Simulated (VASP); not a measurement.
# Rh in VASP: notebook

Runs on Rh. Level: r2SCAN. Tasks: single point.

All numbers are computed with VASP 6.6.1; they aren't measurements. Logs are shortened: lines on timing, memory, paths and dates and some standing lists are left out, and cuts for length are marked.

## 1. The cell of the first run

Symmetry: Fm-3m, No. 225, cubic system. Conventional cell: a = 3.860 Å, b = 3.860 Å, c = 3.860 Å, α = 90.00°, β = 90.00°, γ = 90.00°. Rh (site symmetry m-3m) has 12 Rh at 2.73 Å within 3.6 Å.

## 2. Single point, r2SCAN (strain +0.015 along x and y, +0.015 along z)

File POSCAR:

```
Rh
1.0
    0.0000000000      1.9300732500      1.9300732500
    1.9300732500      0.0000000000      1.9300732500
    1.9300732500      1.9300732500      0.0000000000
Rh
1
Direct
    0.0000000000      0.0000000000      0.0000000000
```

File INCAR.step1:

```
PREC = Accurate ; ENCUT = 680
ISMEAR = 0 ; SIGMA = 0.15
LREAL = False ; LASPH = True
NELM = 120 ; NBANDS = 14
GGA = PE ; ALGO = Normal
EDIFF = 1E-5 ; LWAVE = True
LCHARG = False ; GGA_COMPAT = False
```

File INCAR.step2:

```
PREC = Accurate ; ENCUT = 680
EDIFF = 1E-6 ; ISMEAR = 0
SIGMA = 0.15 ; LREAL = False
LASPH = True ; NELM = 120
ALGO = Normal ; ISIF = 2
LWAVE = False ; LCHARG = False
METAGGA = R2SCAN ; LMIXTAU = True
NBANDS = 14 ; ISTART = 1
GGA_COMPAT = False
```

File KPOINTS:

```
regular mesh
0
Gamma
  8 8 8
```

Potentials or basis: VASP PAW PBE potentials, release 64 (Rh_sv_GW).

On the command line:

```bash
cat potpaw_PBE.64/Rh_sv_GW/POTCAR > POTCAR
cp INCAR.step1 INCAR
mpirun -np 1 vasp_std > vasp.out
cp INCAR.step2 INCAR
mpirun -np 1 vasp_std > vasp.out
```

OUTCAR:

```text
PREC = Accurate
   ENCUT = 680
   EDIFF = 1E-6
   ISMEAR = 0
   LREAL = False
   LASPH = True
   NELM = 120
   ISIF = 2
   METAGGA = R2SCAN
   ISTART = 1

 ion  position               nearest neighbor table
   1  0.000  0.000  0.000-

  LATTYP: Found a face centered cubic cell.
 ALAT       =     3.8601465000

  Lattice vectors:

 A1 = (   0.0000000000,   1.9300732500,   1.9300732500)
 A2 = (   1.9300732500,   0.0000000000,   1.9300732500)
 A3 = (   1.9300732500,   1.9300732500,   0.0000000000)

Analysis of symmetry for initial positions (statically):
=====================================================================
 Subroutine PRICEL returns:
 Original cell was already a primitive cell.

 Routine SETGRP: Setting up the symmetry group for a
 face centered cubic supercell.

 Subroutine GETGRP returns: Found 48 space group operations
 (whereof 48 operations were pure point group operations)
 out of a pool of 48 trial point group operations.

The static configuration has the point symmetry O_h .

Analysis of symmetry for dynamics (positions and initial velocities):
=====================================================================
 Subroutine PRICEL returns:
 Original cell was already a primitive cell.

 Routine SETGRP: Setting up the symmetry group for a
 face centered cubic supercell.

 Subroutine GETGRP returns: Found 48 space group operations
 (whereof 48 operations were pure point group operations)
 out of a pool of 48 trial point group operations.

The dynamic configuration has the point symmetry O_h .

 Subroutine INISYM returns: Found 48 space group operations
 (whereof 48 operations are pure point group operations),
 and found     1 'primitive' translations

----------------------------------------------------------------------------------------

                                     Primitive cell

  volume of cell :      14.3798

  direct lattice vectors                    reciprocal lattice vectors
     0.000000000  1.930073250  1.930073250    -0.259057525  0.259057525  0.259057525
     1.930073250  0.000000000  1.930073250     0.259057525 -0.259057525  0.259057525
     1.930073250  1.930073250  0.000000000     0.259057525  0.259057525 -0.259057525

  length of vectors
     2.729535767  2.729535767  2.729535767     0.448700796  0.448700796  0.448700796

  position of ions in fractional coordinates (direct lattice)
     0.000000000  0.000000000  0.000000000

  ion indices of the primitive-cell ions
   primitive index   ion index
                 1           1

----------------------------------------------------------------------------------------
[... 82 lines left out ...]
   NUPDOWN=      -1.0000    fix difference up-down
   EMIN   =  10.00;   EMAX   =-10.00  energy-range for DOS
   EFERMI =   0.00;   METHOD = LEGACY
   ISMEAR =     0;   SIGMA  =   0.15  broadening in eV -4-tet -1-fermi 0-gaus
   EFERMI_NEDOS =   21; number of points for ismear=-14 and -15
   IALGO  =     38    algorithm
   IMIX   =      4    mixing-type and parameters
     AMIX     =   0.40;   BMIX     =  1.00
     AMIX_MAG =   1.60;   BMIX_MAG =  1.00
  volume/ion in A,a.u.               =      14.38        97.04
  Fermi-wavevector in a.u.,A,eV,Ry     =   1.731041  3.271193 40.769896  2.996503
  Thomas-Fermi vector in A             =   2.805483
   LORBIT       =      0    0 simple, 1 ext, 2 COOP (PROOUT), +10 PAW based schemes
   METAGGA = R2SCAN    functional components
   LHFCALC =     F    Hartree Fock is set to
   AEXX    =    0.0000 exact exchange contribution
   IVDW    =     0    specifies the selected vdW correction
   LEPSILON=     F    determine dielectric tensor
   LRPA    =     F    only Hartree local field effects (RPA)
 non-spin polarized calculation
 Gauss-broadening in eV      SIGMA  =   0.15
  energy-cutoff  :      680.00
  volume of cell :       14.38
 maximum number of plane-waves:       604
   NGX = 11   NGY = 11   NGZ = 11

 number of electron      16.9999996 magnetization

 Free energy of the ion-electron system (eV)
  ---------------------------------------------------
  ext. energy  EPLUGINS =         0.00000000
  ---------------------------------------------------
  free energy    TOTEN  =       -23.24586266 eV

  energy without entropy =      -23.22472494  energy(sigma->0) =      -23.23529380

 E-fermi :   9.9746     XC(G=0): -14.9268

 val. band max:        9.9538284596   @ k =  -0.3750   0.2500   0.0000
 cond. band min:      10.0176320105   @ k =   0.3750   0.0000   0.0000
 fundamental gap:      0.0638035508
 Fermi energy:         9.9745654208

 k-point     1 :       0.0000    0.0000    0.0000
  band No.  band energies     occupation
      1     -71.0651      2.00000
      2     -37.7547      2.00000
      3     -37.7547      2.00000
      4     -37.7546      2.00000
      5       2.1246      2.00000
      6       7.0029      2.00000
      7       7.0029      2.00000
      8       7.0029      2.00000
      9       8.9451      2.00000
     10       8.9451      2.00000
     11      26.4271      0.00000
     12      31.8400      0.00000
     13      31.8400      0.00000
     14      31.8400      0.00000
[... 377 lines left out ...]
      1     -70.9474      2.00000
      2     -38.3328      2.00000
      3     -38.0229      2.00000
      4     -37.9039      2.00000
      5       5.1056      2.00000
      6       5.9503      2.00000
      7       7.4067      2.00000
      8       8.0010      2.00000
      9      10.3220      0.00105
     10      15.4630      0.00000
     11      18.4355      0.00000
     12      26.3423      0.00000
     13      26.9976      0.00000
     14      31.5053      0.00000

 [... further k-points ...]

------------------------ aborting loop because EDIFF is reached ----------------------------------------

  FORCE on cell =-STRESS in cart. coord.  units (eV):
  Direction    XX          YY          ZZ          XY          YZ          ZX
  --------------------------------------------------------------------------------------
  -------------------------------------------------------------------------------------
  Total       -0.9750810     -0.9750810     -0.9750810     -0.0000000      0.0000000     -0.0000000
  in kB     -108.6425387   -108.6425387   -108.6425387     -0.0000000      0.0000000     -0.0000000
  external PRESSURE =    -108.6425387 kB  Pullay stress =       0.0000000 kB

 VOLUME and BASIS-vectors are now :
 -----------------------------------------------------------------------------
  energy-cutoff  :      680.00
  volume of cell :       14.38
      direct lattice vectors                 reciprocal lattice vectors
     0.000000000  1.930073250  1.930073250    -0.259057525  0.259057525  0.259057525
     1.930073250  0.000000000  1.930073250     0.259057525 -0.259057525  0.259057525
     1.930073250  1.930073250  0.000000000     0.259057525  0.259057525 -0.259057525

 POSITION                                       TOTAL-FORCE (eV/Angst)
 -----------------------------------------------------------------------------------
      0.00000      0.00000      0.00000        -0.000000     -0.000000     -0.000000
 -----------------------------------------------------------------------------------
    total drift:                               -0.000000     -0.000000     -0.000000

  FREE ENERGIE OF THE ION-ELECTRON SYSTEM (eV)
  ---------------------------------------------------
  free  energy   TOTEN  =       -23.2458626625 eV

  energy  without entropy=      -23.2247249416  energy(sigma->0) =      -23.23529380
```

OSZICAR.step1:

```text
N       E                     dE             d eps       ncg     rms          rms(c)
DAV:   1     0.302620025569E+03    0.30262E+03   -0.11283E+04   820   0.179E+03
DAV:   2     0.105108214976E+02   -0.29211E+03   -0.26830E+03   812   0.696E+02
DAV:   3    -0.701893769058E+01   -0.17530E+02   -0.16645E+02  1158   0.168E+02
DAV:   4    -0.746756039298E+01   -0.44862E+00   -0.44730E+00   932   0.303E+01
DAV:   5    -0.749725900666E+01   -0.29699E-01   -0.29697E-01  1328   0.738E+00    0.533E+01
DAV:   6    -0.641733161326E+01    0.10799E+01   -0.24158E+00  1260   0.350E+01    0.207E+01
DAV:   7    -0.639023070504E+01    0.27101E-01   -0.51375E-02  1004   0.330E+00    0.820E+00
DAV:   8    -0.638653575029E+01    0.36950E-02   -0.10196E-02  1082   0.254E+00    0.181E-01
DAV:   9    -0.638651673224E+01    0.19018E-04   -0.29948E-04   994   0.261E-01    0.583E-02
DAV:  10    -0.638651641816E+01    0.31408E-06   -0.41731E-05  1008   0.993E-02
   1 F= -.63865164E+01 E0= -.63746119E+01  d E =-.238089E-01
```

Run time: 29 s. Hardware: 1 thread of AMD EPYC 9R45 (Zen 5), shared host; peak memory 0.12 GiB.

What came out:

| Property | Result |
| --- | --- |
| Free energy | -23.2459 eV |
| Pressure | -10.9 GPa |
| Band gap on the k mesh | zero (an odd number of electrons rules out a gap without spin polarisation) |

Caveat: the cell differs from its parent crystal (strain +0.015 along x and y, +0.015 along z); the cell stands under tension; the PAW data sets were made with another functional, which shifts forces and pressure a little.

## 3. Single point, r2SCAN (strain -0.015 along x and y, +0.015 along z)

File POSCAR:

```
Rh
1.0
    0.0000000000      1.8730267500      1.9300732500
    1.8730267500      0.0000000000      1.9300732500
    1.8730267500      1.8730267500      0.0000000000
Rh
1
Direct
    0.0000000000      0.0000000000      0.0000000000
```

File INCAR.step1:

```
PREC     = Accurate       # precision mode
ENCUT    = 680            # plane-wave cutoff, eV
ISMEAR   = 0              # smearing method
SIGMA    = 0.15           # smearing width, eV
LREAL    = F              # projectors in reciprocal space
LASPH    = T              # aspherical terms in the spheres
NELM     = 120            # most SCF steps
NBANDS   = 14             # bands
GGA      = PE             # functional
ALGO     = Normal         # electronic algorithm
EDIFF    = 1E-5           # SCF threshold, eV
LWAVE    = T              # write WAVECAR
LCHARG   = F              # write CHGCAR
GGA_COMPAT= F
```

File INCAR.step2:

```
PREC     = Accurate       # precision mode
ENCUT    = 680            # plane-wave cutoff, eV
EDIFF    = 1E-6           # SCF threshold, eV
ISMEAR   = 0              # smearing method
SIGMA    = 0.15           # smearing width, eV
LREAL    = F              # projectors in reciprocal space
LASPH    = T              # aspherical terms in the spheres
NELM     = 120            # most SCF steps
ALGO     = Normal         # electronic algorithm
ISIF     = 2              # what is computed and relaxed
LWAVE    = F              # write WAVECAR
LCHARG   = T              # write CHGCAR
METAGGA  = R2SCAN         # meta-GGA
LMIXTAU  = T            
LELF     = T              # ELF
LVHAR    = T            
NBANDS   = 14             # bands
ISTART   = 1            
GGA_COMPAT= F
```

File KPOINTS:

```
Automatic mesh
0
Gamma
  8 8 8
```

Potentials or basis: VASP PAW PBE potentials, release 64 (Rh_sv_GW).

On the command line:

```bash
cat potpaw_PBE.64/Rh_sv_GW/POTCAR > POTCAR
cp INCAR.step1 INCAR
mpirun -np 1 vasp_std > vasp.out
cp INCAR.step2 INCAR
mpirun -np 1 vasp_std > vasp.out
```

OUTCAR:

```text
PREC = Accurate
   ENCUT = 680
   EDIFF = 1E-6
   ISMEAR = 0
   LREAL = F
   LASPH = T
   NELM = 120
   ISIF = 2
   METAGGA = R2SCAN
   ISTART = 1

 ion  position               nearest neighbor table
   1  0.000  0.000  0.000-

  LATTYP: Found a body centered tetragonal cell.
 ALAT       =     2.6488598325
 C/A-ratio  =     1.4572860567

  Lattice vectors:

 A1 = (  -1.8730267500,   0.0000000000,   1.9300732500)
 A2 = (   1.8730267500,   0.0000000000,   1.9300732500)
 A3 = (   0.0000000000,   1.8730267500,  -1.9300732500)

Analysis of symmetry for initial positions (statically):
=====================================================================
 Subroutine PRICEL returns:
 Original cell was already a primitive cell.

 Routine SETGRP: Setting up the symmetry group for a
 body centered tetragonal supercell.

 Subroutine GETGRP returns: Found 16 space group operations
 (whereof 16 operations were pure point group operations)
 out of a pool of 16 trial point group operations.

The static configuration has the point symmetry D_4h.
[... 160 lines left out ...]

 val. band max:       10.9853244119   @ k =  -0.3750   0.2500   0.0000
 cond. band min:      11.0054570195   @ k =   0.3750   0.0000   0.0000
 fundamental gap:      0.0201326076
 Fermi energy:        10.9932771831

 k-point     1 :       0.0000    0.0000    0.0000
  band No.  band energies     occupation
      1     -70.2310      2.00000
      2     -36.8511      2.00000
      3     -36.8360      2.00000
      4     -36.8360      2.00000
      5       2.6938      2.00000
      6       7.5042      2.00000
      7       7.8543      2.00000
      8       7.8543      2.00000
      9       9.6642      2.00000
     10      10.0787      2.00000
     11      27.4051      0.00000
     12      32.5055      0.00000
     13      33.4506      0.00000
     14      33.4507      0.00000
[... 377 lines left out ...]
      1     -70.1202      2.00000
      2     -37.4586      2.00000
      3     -36.9880      2.00000
      4     -36.9646      2.00000
      5       5.1361      2.00000
      6       7.5260      2.00000
      7       7.8646      2.00000
      8       8.3094      2.00000
      9      11.2454      0.01745
     10      11.5941      0.00000
     11      24.3306      0.00000
     12      28.8814      0.00000
     13      32.3634      0.00000
     14      34.1510      0.00000

 [... further k-points ...]
[... 5 lines left out ...]
  --------------------------------------------------------------------------------------
  -------------------------------------------------------------------------------------
  Total        0.6218377      0.6218377     -0.0129339      0.0000000      0.0000000      0.0000000
  in kB       73.5691707     73.5691707     -1.5302041      0.0000000      0.0000000      0.0000000
  external PRESSURE =      48.5360458 kB  Pullay stress =       0.0000000 kB

 VOLUME and BASIS-vectors are now :
 -----------------------------------------------------------------------------
  energy-cutoff  :      680.00
  volume of cell :       13.54
      direct lattice vectors                 reciprocal lattice vectors
     0.000000000  1.873026750  1.930073250    -0.266947602  0.266947602  0.259057525
     1.873026750  0.000000000  1.930073250     0.266947602 -0.266947602  0.259057525
     1.873026750  1.873026750  0.000000000     0.266947602  0.266947602 -0.259057525

 POSITION                                       TOTAL-FORCE (eV/Angst)
 -----------------------------------------------------------------------------------
      0.00000      0.00000      0.00000        -0.000000      0.000000      0.000000
 -----------------------------------------------------------------------------------
    total drift:                                0.000000      0.000000     -0.000000

  FREE ENERGIE OF THE ION-ELECTRON SYSTEM (eV)
  ---------------------------------------------------
  free  energy   TOTEN  =       -23.2579360511 eV

  energy  without entropy=      -23.2384636981  energy(sigma->0) =      -23.24819987
```

OSZICAR.step1:

```text
N       E                     dE             d eps       ncg     rms          rms(c)
DAV:   1     0.302915901659E+03    0.30292E+03   -0.11511E+04  1668   0.181E+03
DAV:   2     0.987397288406E+01   -0.29304E+03   -0.26680E+03  1652   0.686E+02
DAV:   3    -0.698049428516E+01   -0.16854E+02   -0.16114E+02  2416   0.167E+02
DAV:   4    -0.736767976022E+01   -0.38719E+00   -0.38686E+00  1832   0.277E+01
DAV:   5    -0.739560454146E+01   -0.27925E-01   -0.27923E-01  2826   0.711E+00    0.584E+01
DAV:   6    -0.639915454547E+01    0.99645E+00   -0.20991E+00  2586   0.334E+01    0.239E+01
DAV:   7    -0.636920940549E+01    0.29945E-01   -0.58096E-02  2688   0.338E+00    0.848E+00
DAV:   8    -0.636578146800E+01    0.34279E-02   -0.98051E-03  2162   0.264E+00    0.191E-01
DAV:   9    -0.636573084848E+01    0.50620E-04   -0.22078E-04  2020   0.247E-01    0.769E-02
DAV:  10    -0.636573198455E+01   -0.11361E-05   -0.20351E-05  1778   0.847E-02
   1 F= -.63657320E+01 E0= -.63548714E+01  d E =-.217213E-01
```

Run time: 66 s. Hardware: 1 thread of Intel Xeon Platinum 8259CL at 2.50GHz (Skylake/Cascade Lake), shared host; peak memory 0.16 GiB.

What came out:

```
Free energy            : -23.2579 eV
Pressure               : 4.9 GPa
Band gap on the k mesh : zero (an odd number of electrons rules out a gap without spin polarisation)
```

Caveat: the cell differs from its parent crystal (strain -0.015 along x and y, +0.015 along z); the stress differs along the axes, from -0 to 7 GPa; the PAW data sets were made with another functional, which shifts forces and pressure a little.

The gap in the log of VASP goes by the Fermi energy; the results here count the filled bands.